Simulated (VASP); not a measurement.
Runs of VASP 6.6.1 on AlN. The structure is that of space group P6_3mc (No. 186), or close to it. The cells are those of the table. 

```tsv
task	level	cell	k mesh	cutoff (eV)	smearing	grid for exact exchange (PRECFOCK)	share of exact exchange	screening parameter	gap on the mesh (eV)	pressure (GPa)	largest force (eV/Å)
relaxation of shape and atoms at fixed volume	PBE	relaxed from a = 3.161, b = 3.161, c = 5.068 Å, angles 90.0, 90.0, 120.0°, 4 atoms	12 × 12 × 6	600	gaussian 0.02 eV	-	-	-	(b)	-5.8	-
relaxation of cell and atoms	PBE	relaxed from a = 3.130, b = 3.130, c = 5.018 Å, angles 90.0, 90.0, 120.0°, 4 atoms	12 × 12 × 6	600	gaussian 0.01 eV	-	-	-	4.06	0.0	-
single point	HSE06	a = 3.130, b = 3.130, c = 5.018 Å, angles 90.0, 90.0, 120.0°, 4 atoms	6 × 6 × 4	520	gaussian 0.02 eV	Normal	0.25	0.2079 1/Å	5.37	-5.4	-
single point	PBE	a = 3.130, b = 3.130, c = 5.018 Å, angles 90.0, 90.0, 120.0°, 4 atoms	12 × 12 × 6	520	gaussian 0.01 eV	-	-	-	(a)	-0.3	-
relaxation of shape and atoms at fixed volume	PBE	relaxed from a = 3.099, b = 3.099, c = 4.967 Å, angles 90.0, 90.0, 120.0°, 4 atoms	12 × 12 × 6	600	gaussian 0.02 eV	-	-	-	4.30	5.8	-
relaxation of shape and atoms at fixed volume	PBE	relaxed from a = 3.228, b = 3.228, c = 5.191 Å, angles 90.0, 90.0, 120.0°, 4 atoms	12 × 12 × 6	600	gaussian 0.02 eV	-	-	-	3.26	-15.6	0.01
relaxation of shape and atoms at fixed volume	PBE	relaxed from a = 3.228, b = 3.228, c = 5.191 Å, angles 90.0, 90.0, 120.0°, 4 atoms	9 × 9 × 6	600	gaussian 0.02 eV	-	-	-	3.26	-15.6	0.01
```

Alike in all rows: potentials or basis VASP PAW PBE potentials, release 64 (Al, N); no spin polarisation.

Q: Fill in the values left out.

A: (a) 4.04; (b) 3.80.

Caveats: the cell stands under tension (at least some runs); the PAW data sets were made with another functional, which shifts forces and pressure a little (at least some runs).

A k mesh can miss the band edges.
